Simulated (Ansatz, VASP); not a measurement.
## One calculation of GaSb, two programs

Contents of INCAR:

```
PREC = Accurate ; ENCUT = 520
EDIFF = 1E-7 ; ISMEAR = 0
SIGMA = 0.15 ; LREAL = False
LASPH = True ; NELM = 100
ALGO = Normal ; ISIF = 2
LWAVE = False ; LCHARG = False
GGA = PE ; NBANDS = 16
```

The input KPOINTS:

```
regular mesh
0
Gamma
  18 18 18
```

POSCAR

```
GaSb
1.0
   -1.6338613298      2.6400978524      2.9333122112
    1.6338613298     -2.6400978524      2.9333122112
    1.6338613298      2.6400978524     -2.9333122112
Ga Sb
1 1
Direct
    0.0000000000      0.0000000000      0.0000000000
    0.5000000000      0.5000000000      0.0000000000
```

Input for Ansatz:

```yaml
crystal:
  lattice:
    - [-1.6338613298, 2.6400978524, 2.9333122112]
    - [1.6338613298, -2.6400978524, 2.9333122112]
    - [1.6338613298, 2.6400978524, -2.9333122112]
  atoms:
    - { symbol: Ga, position: [0.0, 0.0, 0.0] }
    - { symbol: Sb, position: [0.5, 0.5, 0.0] }
basis:
  ecutwfc: 420
kpoints:
  mp_grid: { grid: [18, 18, 18] }
hamiltonian:
  xc: pbe
  pseudopotentials: { kind: paw, azcp: { folder: soft_1 } }
scf:
  occupations: { method: gaussian, width: 0.15 }
output:
  forces: true
  stress: true
  eigenvalues: true
```

Change from the starting cell: volume 25.306 Å^3 an atom, stretch along a over the lengths across it, relative to the relaxed cell 1.0000.

Alike in both runs: task single point; functional PBE; k mesh 18 × 18 × 18; occupations gaussian, width 0.15 eV; no spin polarisation.

|  | VASP | Ansatz |
| --- | --- | --- |
| version | VASP 6.6.1 | Ansatz 0.2.0 |
| potentials or method | VASP PAW PBE potentials, release 64 (Ga_d, Sb), cutoff 520 eV | scalar-relativistic, plane waves, PAW |
| valence electrons in the cell | 18 | 28 |

Ansatz gave:

```
gap on the k mesh at the Fermi level (eV)                     : none
pressure (GPa)                                                : -2.4
traceless stress, the component that is largest in VASP (GPa) : -0.18
```

Q: What did VASP give for the same quantities?

A: gap on the k mesh at the Fermi level (eV): none; pressure (GPa): -2.4; traceless stress, the component that is largest in VASP (GPa): -0.15.

A gap of «none» marks a metal or a gap that the smearing closes. With one functional, cell and mesh, what is left measures potentials, basis and numerics. VASP's potentials hold 18 valence electrons a cell and Ansatz's 28, so a difference there can come from the potentials and not from the codes.

Neither program's run includes spin-orbit coupling.
